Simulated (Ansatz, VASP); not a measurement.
Ir in VASP and in Ansatz

```
CELL_PARAMETERS angstrom
2.71486 0.00000 0.00000
-1.35743 2.35114 0.00000
0.00000 0.00000 4.43337
ATOMIC_POSITIONS crystal
Ir 0.33333 0.66667 0.25000
Ir 0.66667 0.33333 0.75000
```

Alike in both runs: task relaxation of cell and atoms; functional BLYP; k mesh 13 × 13 × 7; occupations fermi-dirac, width 0.1 eV; no spin polarisation.

```csv
,VASP,Ansatz
version,VASP 6.6.1,Ansatz 0.2.0
potentials or method,"VASP PAW PBE potentials, release 64 (Ir_sv_GW), cutoff 560 eV","plane waves (420 eV) with PAW, scalar-relativistic"
valence electrons in the cell,34,34
```

|  | VASP | Ansatz | Ansatz less VASP |
| --- | --- | --- | --- |
| relaxed volume (Å³/atom) | 15.29 | 15.34 | +0.044 |
| relaxed length of the cell vector where the two differ most in proportion (Å) | 2.793 | 2.796 | +0.0031 |

VASP's potentials were made for PBE, not for BLYP.

Neither program's run includes spin-orbit coupling.
